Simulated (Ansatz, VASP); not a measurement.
# One calculation of CaO, two programs

```
Ca O
1.0
     3.96347    0.00000    0.00000
    -1.98174    3.43247    0.00000
     0.00000    0.00000    4.76002
Ca O
2 2
Direct
  0.33333 0.66667 0.25000
  0.66667 0.33333 0.75000
  0.66667 0.33333 0.25000
  0.33333 0.66667 0.75000
```

Alike in both runs: task single point; functional PBE; k mesh 6 × 6 × 4; no spin polarisation.

|  | VASP | Ansatz |
| --- | --- | --- |
| version | VASP 6.6.1 | Ansatz 0.2.0 |
| potentials or method | VASP PAW PBE potentials, release 64 (Ca_sv, O) | plane waves, PAW |
| plane-wave cutoff (eV) | 520 | 420 |
| occupations | gaussian, width 0.01 eV | fixed |
| valence electrons in the cell | 32 | 32 |

Ansatz gave:

```
gap on the k mesh at the Fermi level (eV)                     : 3.25
pressure (GPa)                                                : 2.8
traceless stress, the component that is largest in VASP (GPa) : 0.19
```

What did VASP give for the same quantities?

gap on the k mesh at the Fermi level (eV): 3.24; pressure (GPa): 3.3; traceless stress, the component that is largest in VASP (GPa): 0.21.
